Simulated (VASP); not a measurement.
Set up this calculation in VASP 6.6.1, as the native input.

```
Task                   : single point
Functional             : PBE
Potentials or basis    : VASP PAW PBE potentials, release 64 (Mn_pv, O)
Cutoff                 : 520 eV
k mesh                 : 7 × 7 × 7
Occupations            : fermi-dirac, width 0.05 eV
Spin                   : collinear spin, ferromagnetic start
Starting moments       : [4.5, 0.0] μB
Dipole correction      : no
Further INCAR settings : ALGO = Normal; EDIFF = 1e-06; NBANDS = 20
```

The structure of MnO lies in POSCAR:

```
MnO
1.0
    0.0000000000      2.2400000000      2.2400000000
    2.2400000000      0.0000000000      2.2400000000
    2.2400000000      2.2400000000      0.0000000000
Mn O
1 1
Direct
    0.0000000000      0.0000000000      0.0000000000
    0.5000000000      0.5000000000      0.5000000000
```

These files were run (other wordings do the same):

INCAR

```
PREC = Accurate ; ENCUT = 520
EDIFF = 1E-6 ; ISMEAR = -1
SIGMA = 0.05 ; LREAL = False
LASPH = True ; NELM = 150
ALGO = Normal ; ISIF = 2
LWAVE = False ; LCHARG = False
ISPIN = 2 ; MAGMOM = 4.5 0
LORBIT = 11 ; LMAXMIX = 4
GGA = PE ; NBANDS = 20
```

KPOINTS

```
regular mesh
0
Gamma
  7 7 7
```

Potentials or basis: VASP PAW PBE potentials, release 64 (Mn_pv, O).

Launch:

```sh
$ cat potpaw_PBE.64/Mn_pv/POTCAR potpaw_PBE.64/O/POTCAR > POTCAR
$ mpirun -np 1 vasp_std > vasp.out
```

It gave:

- Pressure: -3.3 GPa
- Net moment: 4.78 μB per cell
- Site moments: Mn +4.34; O +0.20 μB
- Valence electrons inside the program's atomic spheres: Mn 11.33; O 4.96

Caveat: a cell with one magnetic atom can't hold antiferromagnetic order, which such compounds often take.

It took 7.2 s on 1 thread of Intel(R) Xeon(R) 6975P-C (Granite Rapids) (shared host), peak memory 0.15 GiB.
